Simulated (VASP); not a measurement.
Input of a VASP 6.6.1 run:

Contents of POSCAR:

```
K
1.0
   -2.6125000000      2.6125000000      2.6125000000
    2.6125000000     -2.6125000000      2.6125000000
    2.6125000000      2.6125000000     -2.6125000000
K
1
Direct
    0.0000000000      0.0000000000      0.0000000000
```

INCAR.step1

```
SYSTEM = K
ALGO     = Normal         ! electronic algorithm
EDIFF    = 1E-4           ! SCF threshold, eV
ENCUT    = 600            ! plane-wave cutoff, eV
GGA      = PE             ! functional
ISMEAR   = 0              ! smearing method
LASPH    = .TRUE.         ! aspherical terms in the spheres
LCHARG   = .FALSE.        ! write CHGCAR
LREAL    = .FALSE.        ! projectors in reciprocal space
LWAVE    = .TRUE.         ! write WAVECAR
NELM     = 60             ! most SCF steps
PREC     = Accurate       ! precision mode
SIGMA    = 0.02           ! smearing width, eV
```

File INCAR.step2:

```
SYSTEM = K
ALGO     = Normal         ! electronic algorithm
EDIFF    = 1E-6           ! SCF threshold, eV
EDIFFG   = -0.02          ! ionic threshold
ENCUT    = 600            ! plane-wave cutoff, eV
IBRION   = 2              ! ionic algorithm
ISIF     = 8              ! what is computed and relaxed
ISMEAR   = 0              ! smearing method
ISTART   = 1            
LASPH    = .TRUE.         ! aspherical terms in the spheres
LCHARG   = .FALSE.        ! write CHGCAR
LMIXTAU  = .TRUE.       
LREAL    = .FALSE.        ! projectors in reciprocal space
LWAVE    = .FALSE.        ! write WAVECAR
METAGGA  = R2SCAN         ! meta-GGA
NELM     = 60             ! most SCF steps
NSW      = 60             ! ionic steps
PREC     = Accurate       ! precision mode
SIGMA    = 0.02           ! smearing width, eV
```

KPOINTS

```
k-points
0
G
  5 5 5
  0 0 0
```

Potentials or basis: VASP PAW PBE potentials, release 64 (K_sv).

Command:

```bash
$ cat potpaw_PBE.64/K_sv/POTCAR > POTCAR
$ cp INCAR.step1 INCAR
$ mpirun -np 1 vasp_std > vasp.out
$ cp INCAR.step2 INCAR
$ mpirun -np 1 vasp_std > vasp.out
```

**Question.** Predict the relaxed volume.

**Answer.** 76.37 Å³/atom.

**Question.** Estimate the band gap on the k mesh.

**Answer.** Zero (an odd number of electrons rules out a gap without spin polarisation).

**Question.** What does it give for the relaxed cell?

**Answer.** a = 4.629 Å, b = 4.629 Å, c = 4.629 Å, α = 109.47°, β = 109.47°, γ = 109.47°.

Final structure:
```
K
1.0
    -2.67267    2.67267    2.67267
     2.67267   -2.67267    2.67267
     2.67267    2.67267   -2.67267
K
1
Direct
  0.00000 0.00000 0.00000
```

Caveat: the PAW data sets were made with another functional, which shifts forces and pressure a little. Zero-point motion and thermal expansion aren't in these numbers.
